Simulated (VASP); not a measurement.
# MgO (I4/mmm) in VASP: single point with HSE06

Aim: the single point of MgO with HSE06.

Program: VASP 6.6.1. These are calculated values, not measurements. Logs are shortened: lines on timing, memory, paths and dates and some standing lists are left out, and cuts for length are marked.

## (1) The cell of the first run

It takes space group I4/mmm (No. 139, tetragonal). The conventional cell has a = 3.147 Å, b = 3.147 Å, c = 4.204 Å, α = 90.00°, β = 90.00°, γ = 90.00°. Within 2.8 Å of Mg (site symmetry 4/mmm) lie 6 O at 2.10 to 2.23 Å. O (site symmetry 4/mmm) has 6 Mg at 2.10 to 2.23 Å within 2.8 Å.

## (2) Single point, HSE06 (biaxial xy strain +5.8%)

The input, POSCAR:

```
MgO
1.0
    0.0000000000      2.2251442107      2.1021674168
    2.2251442107      0.0000000000      2.1021674168
    2.2251442107      2.2251442107      0.0000000000
Mg O
1 1
Direct
    0.0000000000      0.0000000000      0.0000000000
    0.5000000000      0.5000000000      0.5000000000
```

The input, INCAR.step1:

```
ALGO = Normal
EDIFF = 1E-5
ENCUT = 520
GGA = PE
ISIF = 2
ISMEAR = 0
LASPH = True
LREAL = False
LWAVE = True
NBANDS = 11
NELM = 80
PREC = Accurate
SIGMA = 0.01
```

The input, INCAR.step2:

```
ALGO = Normal
EDIFF = 1E-7
ENCUT = 520
GGA = PE
HFSCREEN = 0.2079
ISIF = 2
ISMEAR = 0
ISTART = 1
LASPH = True
LCHARG = True
LELF = True
LHFCALC = True
LREAL = False
LVHAR = True
LWAVE = False
NBANDS = 11
NELM = 80
PREC = Accurate
PRECFOCK = Normal
SIGMA = 0.01
```

The input, KPOINTS:

```
k-points
0
Gamma
  8 8 8
```

Potentials or basis: VASP PAW PBE potentials, release 64 (Mg, O).

Started as:

```console
cat potpaw_PBE.64/Mg/POTCAR potpaw_PBE.64/O/POTCAR > POTCAR
cp INCAR.step1 INCAR
mpirun -np 1 vasp_std > vasp.out
cp INCAR.step2 INCAR
mpirun -np 1 vasp_std > vasp.out
```

OUTCAR:

```text
EDIFF = 1E-7
   ENCUT = 520
   GGA = PE
   HFSCREEN = 0.2079
   ISIF = 2
   ISMEAR = 0
   ISTART = 1
   LASPH = True
   LHFCALC = True
   LREAL = False
   NELM = 80
   PREC = Accurate
   PRECFOCK = Normal

 ion  position               nearest neighbor table
   1  0.000  0.000  0.000-   2 2.10   2 2.10   2 2.23   2 2.23   2 2.23   2 2.23
   2  0.500  0.500  0.500-   1 2.10   1 2.10   1 2.23   1 2.23   1 2.23   1 2.23

  LATTYP: Found a body centered tetragonal cell.
 ALAT       =     3.1468291210
 C/A-ratio  =     1.3360543811

  Lattice vectors:

 A1 = (   0.0000000000,  -2.2251442107,  -2.1021674168)
 A2 = (   0.0000000000,   2.2251442107,  -2.1021674168)
 A3 = (   2.2251442107,   0.0000000000,   2.1021674168)

Analysis of symmetry for initial positions (statically):
=====================================================================
 Subroutine PRICEL returns:
 Original cell was already a primitive cell.

 Routine SETGRP: Setting up the symmetry group for a
 body centered tetragonal supercell.

 Subroutine GETGRP returns: Found 16 space group operations
 (whereof 16 operations were pure point group operations)
 out of a pool of 16 trial point group operations.

The static configuration has the point symmetry D_4h.

Analysis of symmetry for dynamics (positions and initial velocities):
=====================================================================
 Subroutine PRICEL returns:
 Original cell was already a primitive cell.

 Routine SETGRP: Setting up the symmetry group for a
 body centered tetragonal supercell.

 Subroutine GETGRP returns: Found 16 space group operations
 (whereof 16 operations were pure point group operations)
 out of a pool of 16 trial point group operations.

The dynamic configuration has the point symmetry D_4h.

 Subroutine INISYM returns: Found 16 space group operations
 (whereof 16 operations are pure point group operations),
 and found     1 'primitive' translations

----------------------------------------------------------------------------------------

                                     Primitive cell

  volume of cell :      20.8168

  direct lattice vectors                    reciprocal lattice vectors
     0.000000000  2.225144211  2.102167417    -0.224704537  0.224704537  0.237849753
     2.225144211  0.000000000  2.102167417     0.224704537 -0.224704537  0.237849753
     2.225144211  2.225144211  0.000000000     0.224704537  0.224704537 -0.237849753

  length of vectors
     3.061106762  3.061106762  3.146829121     0.396934205  0.396934205  0.396934205

  position of ions in fractional coordinates (direct lattice)
     0.000000000  0.000000000  0.000000000
     0.500000000  0.500000000  0.500000000

  ion indices of the primitive-cell ions
   primitive index   ion index
                 1           1
                 2           2

----------------------------------------------------------------------------------------

 KPOINTS: k-points

Automatic generation of k-mesh.
 Grid dimensions read from file:
 generate k-points for:    8    8    8

 Generating k-lattice:

  Cartesian coordinates                     Fractional coordinates (reciprocal lattice)
    -0.028088067  0.028088067  0.029731219     0.125000000  0.000000000  0.000000000
     0.028088067 -0.028088067  0.029731219     0.000000000  0.125000000  0.000000000
     0.028088067  0.028088067 -0.029731219    -0.000000000 -0.000000000  0.125000000

  Length of vectors
     0.049616776  0.049616776  0.049616776

  Shift w.r.t. Gamma in fractional coordinates (k-lattice)
     0.000000000  0.000000000  0.000000000

 Subroutine IBZKPT returns following result:
 ===========================================

 Found     59 irreducible k-points:

 Following reciprocal coordinates:
            Coordinates               Weight
  0.000000  0.000000  0.000000      1.000000
  0.125000  0.000000  0.000000      8.000000
  0.250000  0.000000  0.000000      8.000000
  0.375000  0.000000  0.000000      8.000000
  0.500000  0.000000  0.000000      4.000000
  0.125000  0.125000  0.000000      2.000000
[... 16 lines left out ...]
  0.250000  0.000000  0.125000     16.000000
  0.375000  0.000000  0.125000     16.000000
 [... further k-points ...]
   k-points           NKPTS =     59   k-points in BZ     NKDIM =    512   number of bands    NBANDS=     11
   number of dos      NEDOS =    301   number of ions     NIONS =      2
   total plane-waves  NPLWV =  13824
   dimension x,y,z NGX =    24 NGY =   24 NGZ =   24
   dimension x,y,z NGXF=    48 NGYF=   48 NGZF=   48
   ions per type =               1   1
   NGX,Y,Z   is equivalent  to a cutoff of  13.03, 13.03, 12.68 a.u.
   NGXF,Y,Z  is equivalent  to a cutoff of  26.07, 26.07, 25.36 a.u.
 SYSTEM =  unknown system
   PREC   = accura    normal or accurate (medium, high low for compatibility)
   ISTART =      1    job   : 0-new  1-cont  2-samecut
   ICHARG =      0    charge: 1-file 2-atom 10-const
   ISPIN  =      1    spin polarized calculation?
   LNONCOLLINEAR =      F non collinear calculations
   LSORBIT =      F    spin-orbit coupling
   LASPH  =      T    aspherical Exc in radial PAW
   ENCUT  =  520.0 eV  38.22 Ry    6.18 a.u.   5.69  5.69  5.85*2*pi/ulx,y,z
   NELM   =     80;   NELMIN=  2; NELMDL=  0     # of ELM steps
   EDIFF  = 0.1E-06   stopping-criterion for ELM
   LREAL  =      F    real-space projection
   EDIFFG = 0.1E-05   stopping-criterion for IOM
   NSW    =      0    number of steps for IOM
   IBRION =     -1    ionic relax: 0-MD 1-quasi-New 2-CG
   NFREE  =      0    steps in history (QN), initial steepest desc. (CG)
   ISIF   =      2    stress and relaxation
   ISYM   =      3    0-nonsym 1-usesym 2-fastsym
   POTIM  = 0.5000    time-step for ionic-motion
   TEBEG  =    0.0;   TEEND  =   0.0 temperature during run
   PSTRESS=    0.0 pullay stress
   NELECT =       8.0000    total number of electrons
   NUPDOWN=      -1.0000    fix difference up-down
   EMIN   =  10.00;   EMAX   =-10.00  energy-range for DOS
   EFERMI =   0.00;   METHOD = LEGACY
   ISMEAR =     0;   SIGMA  =   0.01  broadening in eV -4-tet -1-fermi 0-gaus
   EFERMI_NEDOS =   21; number of points for ismear=-14 and -15
   IALGO  =     38    algorithm
   IMIX   =      1    mixing-type and parameters
     AMIX     =   0.40;   BMIX     =  1.00
     AMIX_MAG =   1.60;   BMIX_MAG =  1.00
  volume/ion in A,a.u.               =      10.41        70.24
  Fermi-wavevector in a.u.,A,eV,Ry     =   1.190237  2.249223 19.274901  1.416665
  Thomas-Fermi vector in A             =   2.326327
   LORBIT       =      0    0 simple, 1 ext, 2 COOP (PROOUT), +10 PAW based schemes
   GGA     = PE    functional components
   LHFCALC =     T    Hartree Fock is set to
   PRECFOCK=normal    Normal, Fast or Accurate (Low or Medium for compatibility)
   ENCUT4O =  -1.0   cutoff for four orbital integrals eV
   NKREDX  =     1    reduce k-point grid by
   NKREDY  =     1    reduce k-point grid by
   NKREDZ  =     1    reduce k-point grid by
   AEXX    =    0.2500 exact exchange contribution
   HFSCREEN=    0.2079 screening length (either q_TF or 0.3 A-1)
   HFSCREENC=   0.2079 screening length for correlation (either q_TF or 0.3 A-1)
   ENCUTFOCK=  -1.0 apply spherical cutoff to Coloumb kernel
   IVDW    =     0    specifies the selected vdW correction
   LEPSILON=     F    determine dielectric tensor
   LRPA    =     F    only Hartree local field effects (RPA)
 non-spin polarized calculation
 Gauss-broadening in eV      SIGMA  =   0.01
  energy-cutoff  :      520.00
  volume of cell :       20.82
 maximum number of plane-waves:       580
  NGX = 18; NGY = 18; NGZ = 18

 number of electron       7.9999995 magnetization

 Free energy of the ion-electron system (eV)
  ---------------------------------------------------
  ext. energy  EPLUGINS =         0.00000000
  ---------------------------------------------------
  free energy    TOTEN  =       -14.07364883 eV

  energy without entropy =      -14.07364883  energy(sigma->0) =      -14.07364883

 E-fermi :   1.4652     XC(G=0):  -8.6997

 val. band max:        1.2770289267   @ k =   0.0000   0.0000   0.0000
 cond. band min:       6.5613425606   @ k =   0.0000   0.0000   0.0000
 fundamental gap:      5.2843136339
 Fermi energy:         1.4652236501

 k-point     1 :       0.0000    0.0000    0.0000
  band No.  band energies     occupation
      1     -17.0857      2.00000
      2       1.0839      2.00000
      3       1.2770      2.00000
      4       1.2770      2.00000
      5       6.5613      0.00000
      6      18.1363      0.00000
      7      18.1363      0.00000
      8      18.6810      0.00000
      9      21.9614      0.00000
     10      22.8645      0.00000
     11      24.6790      0.00000

 k-point     2 :       0.1250    0.0000    0.0000
  band No.  band energies     occupation
      1     -16.9443      2.00000
      2       0.2751      2.00000
      3       1.0831      2.00000
      4       1.1657      2.00000
      5       7.4941      0.00000
      6      16.6313      0.00000
      7      18.4061      0.00000
      8      18.8357      0.00000
      9      21.9048      0.00000
     10      23.1177      0.00000
     11      23.9990      0.00000

 k-point     3 :       0.2500    0.0000    0.0000
  band No.  band energies     occupation
      1     -16.5813      2.00000
      2      -1.3766      2.00000
      3       0.8952      2.00000
      4       0.9096      2.00000
      5       9.0568      0.00000
      6      15.0069      0.00000
      7      18.4791      0.00000
      8      19.3719      0.00000
      9      21.9076      0.00000
     10      22.4732      0.00000
     11      23.8207      0.00000

 k-point     4 :       0.3750    0.0000    0.0000
  band No.  band energies     occupation
      1     -16.1811      2.00000
      2      -2.7186      2.00000
      3       0.6691      2.00000
      4       0.7211      2.00000
      5       9.9600      0.00000
      6      14.6145      0.00000
      7      18.0118      0.00000
      8      19.2366      0.00000
      9      22.7408      0.00000
     10      23.4188      0.00000
     11      23.9576      0.00000

 k-point     5 :       0.5000    0.0000    0.0000
  band No.  band energies     occupation
      1     -16.0017      2.00000
      2      -3.2324      2.00000
      3       0.5736      2.00000
      4       0.6515      2.00000
      5      10.1355      0.00000
      6      14.7510      0.00000
      7      17.7875      0.00000
      8      19.0646      0.00000
      9      22.5586      0.00000
     10      24.4127      0.00000
     11      24.9058      0.00000
[... 211 lines left out ...]
 k-point    21 :       0.5000    0.5000    0.0000
  band No.  band energies     occupation
      1     -15.6863      2.00000
      2      -2.6098      2.00000
      3      -0.2422      2.00000
      4      -0.2422      2.00000
      5      11.4865      0.00000
      6      11.8832      0.00000
      7      15.8647      0.00000
      8      20.4698      0.00000
      9      20.4698      0.00000
     10      27.3015      0.00000
     11      28.7659      0.00000

 k-point    22 :       0.1250    0.0000    0.1250
  band No.  band energies     occupation
      1     -16.9084      2.00000
      2       0.2727      2.00000
      3       0.8627      2.00000
      4       1.0945      2.00000
      5       7.7908      0.00000
      6      16.2017      0.00000
      7      18.7004      0.00000
      8      18.9579      0.00000
      9      20.3161      0.00000
     10      24.5678      0.00000
     11      24.8396      0.00000

 k-point    23 :       0.2500    0.0000    0.1250
  band No.  band energies     occupation
      1     -16.6304      2.00000
      2      -0.9466      2.00000
      3       0.6736      2.00000
      4       0.8493      2.00000
      5       9.1536      0.00000
      6      14.9195      0.00000
      7      18.2208      0.00000
      8      19.2717      0.00000
      9      20.1231      0.00000
     10      24.1861      0.00000
     11      25.7682      0.00000

 k-point    24 :       0.3750    0.0000    0.1250
  band No.  band energies     occupation
      1     -16.2441      2.00000
      2      -2.2336      2.00000
      3       0.3925      2.00000
      4       0.5918      2.00000
      5      10.3875      0.00000
      6      14.3876      0.00000
      7      17.1374      0.00000
      8      19.3138      0.00000
      9      21.5222      0.00000
     10      24.5306      0.00000
     11      25.3294      0.00000

 [... further k-points ...]

------------------------ aborting loop because EDIFF is reached ----------------------------------------

  FORCE on cell =-STRESS in cart. coord.  units (eV):
  Direction    XX          YY          ZZ          XY          YZ          ZX
  --------------------------------------------------------------------------------------
  -------------------------------------------------------------------------------------
  Total       -2.1991190     -2.1991190     -1.3961147      0.0000000     -0.0000000      0.0000000
  in kB     -169.2566294   -169.2566294   -107.4528807      0.0000000     -0.0000000      0.0000000
  external PRESSURE =    -148.6553799 kB  Pullay stress =       0.0000000 kB

 VOLUME and BASIS-vectors are now :
 -----------------------------------------------------------------------------
  energy-cutoff  :      520.00
  volume of cell :       20.82
      direct lattice vectors                 reciprocal lattice vectors
     0.000000000  2.225144211  2.102167417    -0.224704537  0.224704537  0.237849753
     2.225144211  0.000000000  2.102167417     0.224704537 -0.224704537  0.237849753
     2.225144211  2.225144211  0.000000000     0.224704537  0.224704537 -0.237849753

 POSITION                                       TOTAL-FORCE (eV/Angst)
 -----------------------------------------------------------------------------------
      0.00000      0.00000      0.00000         0.000000     -0.000000      0.000000
      2.22514      2.22514      2.10217        -0.000000      0.000000      0.000000
 -----------------------------------------------------------------------------------
    total drift:                                0.000036      0.000115      0.000248

  FREE ENERGIE OF THE ION-ELECTRON SYSTEM (eV)
  ---------------------------------------------------
  free  energy   TOTEN  =       -14.0736488341 eV

  energy  without entropy=      -14.0736488341  energy(sigma->0) =      -14.07364883
```

It took 1.9 h on 1 thread of Oxide Virtual Turin-like, shared host; peak memory 0.24 GiB.

Results:

- Free energy: -14.0736 eV
- Pressure: -14.9 GPa
- Band gap on the k mesh: 5.28 eV

Caveat: the cell differs from its parent crystal (biaxial xy strain +5.8%); the stress differs along the axes, from -17 to -11 GPa; the PAW data sets were made with another functional, which shifts forces and pressure a little.
